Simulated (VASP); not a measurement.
# KNaBi2O6 (P4/mmm) in VASP: single point with PBE

Aim: the single point of KNaBi2O6 with PBE.

Program: VASP 6.6.1. These are calculated values, not measurements. Logs are shortened: lines on timing, memory, paths and dates and some standing lists are left out, and cuts for length are marked.

### 1 The cell of the first run

The structure is tetragonal, space group P4/mmm (No. 123). Conventional cell: a = 4.243 Å, b = 4.243 Å, c = 8.485 Å, α = 90.00°, β = 90.00°, γ = 90.00°. K (site symmetry 4/mmm) has 12 O at 3.00 to 3.08 Å and 8 Bi at 3.68 Å within 4.0 Å. Within 3.9 Å of Na (site symmetry 4/mmm) lie 12 O at 2.93 to 3.00 Å and 8 Bi at 3.67 Å. Within 2.8 Å of Bi (site symmetry 4mm) lie 6 O at 2.11 to 2.14 Å. O (site symmetry 2mm) has 2 Bi at 2.12 Å within 2.8 Å. Within 2.8 Å of O (site symmetry 4/mmm) lie 2 Bi at 2.14 Å. Within 2.8 Å of O (site symmetry 4/mmm) lie 2 Bi at 2.11 Å.

### 2 Single point, PBE

INCAR reads:

```
SYSTEM = KNaBi2O6
PREC = Accurate
ENCUT = 520
EDIFF = 1E-6
ISMEAR = 0
SIGMA = 0.1
LREAL = .False.
LASPH = .True.
NELM = 80
ALGO = Normal
ISIF = 2
LWAVE = .False.
LCHARG = .True.
GGA = PE
LELF = .True.
LVHAR = .True.
NBANDS = 52
```

KPOINTS reads:

```
regular mesh
0
Gamma
  10 10 6
  0 0 0
```

POSCAR reads:

```
KNaBi2O6
1.0
    4.2430513051      0.0000000000      0.0000000000
    0.0000000000      4.2430513051      0.0000000000
    0.0000000000      0.0000000000      8.4854173448
K Na Bi O
1 1 2 6
Direct
    0.5000000000      0.5000000000      0.5000000000
    0.5000000000      0.5000000000      0.0000000000
    0.0000000000      0.0000000000      0.7518330731
    0.0000000000      0.0000000000      0.2481669269
    0.5000000000      0.0000000000      0.7626386407
    0.5000000000      0.0000000000      0.2373613593
    0.0000000000      0.0000000000      0.5000000000
    0.0000000000      0.0000000000      0.0000000000
    0.0000000000      0.5000000000      0.7626386407
    0.0000000000      0.5000000000      0.2373613593
```

Potentials or basis: VASP PAW PBE potentials, release 64 (K_sv, Na_pv, Bi_d, O).

The run is started by

```
$ cat potpaw_PBE.64/K_sv/POTCAR potpaw_PBE.64/Na_pv/POTCAR potpaw_PBE.64/Bi_d/POTCAR potpaw_PBE.64/O/POTCAR > POTCAR
$ mpirun -np 1 vasp_std > vasp.out
```

OUTCAR:

```text
SYSTEM = KNaBi2O6
   PREC = Accurate
   ENCUT = 520
   EDIFF = 1E-6
   ISMEAR = 0
   LREAL = .False.
   LASPH = .True.
   NELM = 80
   ISIF = 2
   GGA = PE

 ion  position               nearest neighbor table
   1  0.500  0.500  0.500-   3 3.68   4 3.68   3 3.68   4 3.68   3 3.68   4 3.68   3 3.68   4 3.68

   2  0.500  0.500  0.000-
   3  0.000  0.000  0.752-   8 2.11   5 2.12   9 2.12   9 2.12   5 2.12   7 2.14   1 3.68   1 3.68
                             1 3.68   1 3.68
   4  0.000  0.000  0.248-   8 2.11   6 2.12  10 2.12  10 2.12   6 2.12   7 2.14   1 3.68   1 3.68
                             1 3.68   1 3.68
   5  0.500  0.000  0.763-   3 2.12   3 2.12
   6  0.500  0.000  0.237-   4 2.12   4 2.12
   7  0.000  0.000  0.500-   3 2.14   4 2.14
   8  0.000  0.000  0.000-   3 2.11   4 2.11
   9  0.000  0.500  0.763-   3 2.12   3 2.12
  10  0.000  0.500  0.237-   4 2.12   4 2.12

  LATTYP: Found a simple tetragonal cell.
 ALAT       =     4.2430513051
 C/A-ratio  =     1.9998384970

  Lattice vectors:

 A1 = (   4.2430513051,   0.0000000000,   0.0000000000)
 A2 = (   0.0000000000,   4.2430513051,   0.0000000000)
 A3 = (   0.0000000000,   0.0000000000,   8.4854173448)

Analysis of symmetry for initial positions (statically):
=====================================================================
 Subroutine PRICEL returns:
 Original cell was already a primitive cell.

 Routine SETGRP: Setting up the symmetry group for a
 simple tetragonal supercell.

 Subroutine GETGRP returns: Found 16 space group operations
 (whereof 16 operations were pure point group operations)
 out of a pool of 16 trial point group operations.

The static configuration has the point symmetry D_4h.

Analysis of symmetry for dynamics (positions and initial velocities):
=====================================================================
 Subroutine PRICEL returns:
 Original cell was already a primitive cell.

 Routine SETGRP: Setting up the symmetry group for a
 simple tetragonal supercell.

 Subroutine GETGRP returns: Found 16 space group operations
 (whereof 16 operations were pure point group operations)
 out of a pool of 16 trial point group operations.

The dynamic configuration has the point symmetry D_4h.

 Subroutine INISYM returns: Found 16 space group operations
 (whereof 16 operations are pure point group operations),
 and found     1 'primitive' translations

----------------------------------------------------------------------------------------

                                     Primitive cell

  volume of cell :     152.7671

  direct lattice vectors                    reciprocal lattice vectors
     4.243051305  0.000000000  0.000000000     0.235679450  0.000000000  0.000000000
     0.000000000  4.243051305  0.000000000     0.000000000  0.235679450  0.000000000
     0.000000000  0.000000000  8.485417345     0.000000000  0.000000000  0.117849242

  length of vectors
     4.243051305  4.243051305  8.485417345     0.235679450  0.235679450  0.117849242

  position of ions in fractional coordinates (direct lattice)
     0.500000000  0.500000000  0.500000000
     0.500000000  0.500000000  0.000000000
     0.000000000  0.000000000  0.751833073
     0.000000000  0.000000000  0.248166927
     0.500000000  0.000000000  0.762638641
     0.500000000  0.000000000  0.237361359
     0.000000000  0.000000000  0.500000000
     0.000000000  0.000000000  0.000000000
     0.000000000  0.500000000  0.762638641
     0.000000000  0.500000000  0.237361359

  ion indices of the primitive-cell ions
   primitive index   ion index
                 1           1
                 2           2
                 3           3
                 4           4
                 5           5
                 6           6
                 7           7
                 8           8
                 9           9
                10          10

----------------------------------------------------------------------------------------

 KPOINTS: regular mesh

Automatic generation of k-mesh.
 Grid dimensions read from file:
 generate k-points for:   10   10    6

 Generating k-lattice:

  Cartesian coordinates                     Fractional coordinates (reciprocal lattice)
     0.023567945  0.000000000  0.000000000     0.100000000  0.000000000  0.000000000
     0.000000000  0.023567945  0.000000000     0.000000000  0.100000000  0.000000000
     0.000000000  0.000000000  0.019641540     0.000000000  0.000000000  0.166666667

  Length of vectors
     0.023567945  0.023567945  0.019641540

  Shift w.r.t. Gamma in fractional coordinates (k-lattice)
     0.000000000  0.000000000  0.000000000

 Subroutine IBZKPT returns following result:
 ===========================================

 Found     84 irreducible k-points:

 Following reciprocal coordinates:
            Coordinates               Weight
  0.000000  0.000000  0.000000      1.000000
  0.100000  0.000000  0.000000      4.000000
  0.200000  0.000000  0.000000      4.000000
  0.300000  0.000000  0.000000      4.000000
  0.400000  0.000000  0.000000      4.000000
  0.500000  0.000000  0.000000      2.000000
[... 16 lines left out ...]
  0.100000  0.000000  0.166667      8.000000
  0.200000  0.000000  0.166667      8.000000
 [... further k-points ...]
   k-points           NKPTS =     84   k-points in BZ     NKDIM =     84   number of bands    NBANDS=     52
   number of dos      NEDOS =    301   number of ions     NIONS =     10
   total plane-waves  NPLWV =  65536
   dimension x,y,z NGX =    32 NGY =   32 NGZ =   64
   dimension x,y,z NGXF=    64 NGYF=   64 NGZF=  128
   ions per type =               1   1   2   6
   NGX,Y,Z   is equivalent  to a cutoff of  12.54, 12.54, 12.54 a.u.
   NGXF,Y,Z  is equivalent  to a cutoff of  25.08, 25.08, 25.08 a.u.
 SYSTEM =  KNaBi2O6
   PREC   = accura    normal or accurate (medium, high low for compatibility)
   ISTART =      0    job   : 0-new  1-cont  2-samecut
   ICHARG =      2    charge: 1-file 2-atom 10-const
   ISPIN  =      1    spin polarized calculation?
   LNONCOLLINEAR =      F non collinear calculations
   LSORBIT =      F    spin-orbit coupling
   LASPH  =      T    aspherical Exc in radial PAW
   ENCUT  =  520.0 eV  38.22 Ry    6.18 a.u.   7.89  7.89 15.78*2*pi/ulx,y,z
   NELM   =     80;   NELMIN=  2; NELMDL= -5     # of ELM steps
   EDIFF  = 0.1E-05   stopping-criterion for ELM
   LREAL  =      F    real-space projection
   EDIFFG = 0.1E-04   stopping-criterion for IOM
   NSW    =      0    number of steps for IOM
   IBRION =     -1    ionic relax: 0-MD 1-quasi-New 2-CG
   NFREE  =      0    steps in history (QN), initial steepest desc. (CG)
   ISIF   =      2    stress and relaxation
   ISYM   =      2    0-nonsym 1-usesym 2-fastsym
   POTIM  = 0.5000    time-step for ionic-motion
   TEBEG  =    0.0;   TEEND  =   0.0 temperature during run
   PSTRESS=    0.0 pullay stress
   NELECT =      82.0000    total number of electrons
   NUPDOWN=      -1.0000    fix difference up-down
   EMIN   =  10.00;   EMAX   =-10.00  energy-range for DOS
   EFERMI =   0.00;   METHOD = LEGACY
   ISMEAR =     0;   SIGMA  =   0.10  broadening in eV -4-tet -1-fermi 0-gaus
   EFERMI_NEDOS =   21; number of points for ismear=-14 and -15
   IALGO  =     38    algorithm
   IMIX   =      4    mixing-type and parameters
     AMIX     =   0.40;   BMIX     =  1.00
     AMIX_MAG =   1.60;   BMIX_MAG =  1.00
  volume/ion in A,a.u.               =      15.28       103.09
  Fermi-wavevector in a.u.,A,eV,Ry     =   1.330463  2.514211 24.084111  1.770132
  Thomas-Fermi vector in A             =   2.459548
   LORBIT       =      0    0 simple, 1 ext, 2 COOP (PROOUT), +10 PAW based schemes
   GGA     = PE    functional components
   LHFCALC =     F    Hartree Fock is set to
   AEXX    =    0.0000 exact exchange contribution
   IVDW    =     0    specifies the selected vdW correction
   LEPSILON=     F    determine dielectric tensor
   LRPA    =     F    only Hartree local field effects (RPA)
 non-spin polarized calculation
 Gauss-broadening in eV      SIGMA  =   0.10
  energy-cutoff  :      520.00
  volume of cell :      152.77
 maximum number of plane-waves:      4143
 NGX is ok and might be reduce to    32
   NGX = 15   NGY = 15   NGZ = 31

 number of electron      81.9999986 magnetization

 Free energy of the ion-electron system (eV)
  ---------------------------------------------------
  ext. energy  EPLUGINS =         0.00000000
  ---------------------------------------------------
  free energy    TOTEN  =       -50.19524582 eV

  energy without entropy =      -50.16909606  energy(sigma->0) =      -50.18217094

 E-fermi :   2.4404     XC(G=0):  -9.8158

 val. band max:        2.4361162829   @ k =   0.5000   0.5000   0.1667
 cond. band min:       2.4404568929   @ k =   0.4000   0.4000   0.1667
 fundamental gap:      0.0043406100
 Fermi energy:         2.4403756403

 k-point     1 :       0.0000    0.0000    0.0000
  band No.  band energies     occupation
      1     -25.2552      2.00000
      2     -19.9416      2.00000
      3     -19.9362      2.00000
      4     -19.9348      2.00000
      5     -19.7139      2.00000
      6     -19.3418      2.00000
[... 44 lines left out ...]
     51      12.2304      0.00000
     52      12.2614      0.00000

 k-point     2 :       0.1000    0.0000    0.0000
  band No.  band energies     occupation
      1     -25.2544      2.00000
      2     -19.9404      2.00000
      3     -19.9197      2.00000
      4     -19.9166      2.00000
      5     -19.7059      2.00000
      6     -19.3425      2.00000
[... 44 lines left out ...]
     51      12.1317      0.00000
     52      12.2153      0.00000
[... 1153 lines left out ...]
     51      12.2113      0.00000
     52      12.6084      0.00000

 k-point    24 :       0.2000    0.0000    0.1667
  band No.  band energies     occupation
      1     -25.2525      2.00000
      2     -19.9290      2.00000
      3     -19.8856      2.00000
      4     -19.8575      2.00000
      5     -19.6945      2.00000
      6     -19.3434      2.00000
[... 44 lines left out ...]
     51      12.1391      0.00000
     52      12.3236      0.00000

 [... further k-points ...]

------------------------ aborting loop because EDIFF is reached ----------------------------------------

  FORCE on cell =-STRESS in cart. coord.  units (eV):
  Direction    XX          YY          ZZ          XY          YZ          ZX
  --------------------------------------------------------------------------------------
  -------------------------------------------------------------------------------------
  Total        0.3011342      0.3011342      0.3080134      0.0000000     -0.0000000     -0.0000000
  in kB        3.1582093      3.1582093      3.2303560      0.0000000     -0.0000000     -0.0000000
  external PRESSURE =       3.1822582 kB  Pullay stress =       0.0000000 kB

 VOLUME and BASIS-vectors are now :
 -----------------------------------------------------------------------------
  energy-cutoff  :      520.00
  volume of cell :      152.77
      direct lattice vectors                 reciprocal lattice vectors
     4.243051305  0.000000000  0.000000000     0.235679450  0.000000000  0.000000000
     0.000000000  4.243051305  0.000000000     0.000000000  0.235679450  0.000000000
     0.000000000  0.000000000  8.485417345     0.000000000  0.000000000  0.117849242

 POSITION                                       TOTAL-FORCE (eV/Angst)
 -----------------------------------------------------------------------------------
      2.12153      2.12153      4.24271         0.000000     -0.000000      0.000000
      2.12153      2.12153      0.00000         0.000000     -0.000000      0.000000
      0.00000      0.00000      6.37962         0.000000     -0.000000     -0.004096
      0.00000      0.00000      2.10580         0.000000      0.000000      0.004096
      2.12153      0.00000      6.47131         0.000000     -0.000000      0.004186
      2.12153      0.00000      2.01411        -0.000000      0.000000     -0.004186
      0.00000      0.00000      4.24271         0.000000     -0.000000      0.000000
      0.00000      0.00000      0.00000         0.000000     -0.000000      0.000000
      0.00000      2.12153      6.47131        -0.000000     -0.000000      0.004186
      0.00000      2.12153      2.01411         0.000000     -0.000000     -0.004186
 -----------------------------------------------------------------------------------
    total drift:                                0.000000      0.000000      0.000000

  FREE ENERGIE OF THE ION-ELECTRON SYSTEM (eV)
  ---------------------------------------------------
  free  energy   TOTEN  =       -50.1952458239 eV

  energy  without entropy=      -50.1690960632  energy(sigma->0) =      -50.18217094
```

Run time: 5.6 min. Hardware: 1 thread of Intel Xeon 6975P-C (Granite Rapids), shared host; peak memory 0.62 GiB.

Results:

```
Free energy            : -50.1952 eV
Pressure               : 0.3 GPa
Largest force          : 0.004 eV/Å
Band gap on the k mesh : zero (bands 41 and 42 overlap by 0.84 eV)
```

Forces on the atoms (eV/Å):
```
K    0.000  0.000  0.000
Na   0.000  0.000  0.000
Bi   0.000  0.000 -0.004
Bi   0.000  0.000  0.004
O    0.000  0.000  0.004
O    0.000  0.000 -0.004
O    0.000  0.000  0.000
O    0.000  0.000  0.000
O    0.000  0.000  0.004
O    0.000  0.000 -0.004
```

Caveat: spin-orbit coupling is left out, which moves the levels of the heavy elements.
